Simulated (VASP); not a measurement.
Input of a VASP 6.6.1 run:

File INCAR:

```
SYSTEM = Zn
ALGO = Normal
EDIFF = 1E-6
ENCUT = 500
GGA = PE
GGA_COMPAT = .False.
ISIF = 2
ISMEAR = -1
LASPH = .True.
LCHARG = .False.
LREAL = .False.
LWAVE = .False.
NBANDS = 12
NELM = 120
PREC = Accurate
SIGMA = 0.1
```

Contents of KPOINTS:

```
k-points
0
Gamma
  17 17 17
  0 0 0
```

POSCAR

```
Zn
1.0
    0.0000000000      1.9648035109      1.9648035109
    1.9648035109      0.0000000000      1.9648035109
    1.9648035109      1.9648035109      0.0000000000
Zn
1
Direct
    0.0000000000      0.0000000000      0.0000000000
```

Potentials or basis: VASP PAW PBE potentials, release 64 (Zn).

Launch:

```sh
$ cat potpaw_PBE.64/Zn/POTCAR > POTCAR
$ mpirun -np 1 vasp_std > vasp.out
```

Problem. Predict the pressure.

Solution. 0.4 GPa.

Problem. Estimate the band gap on the k mesh.

Solution. Zero (bands 6 and 7 overlap by 2.60 eV).
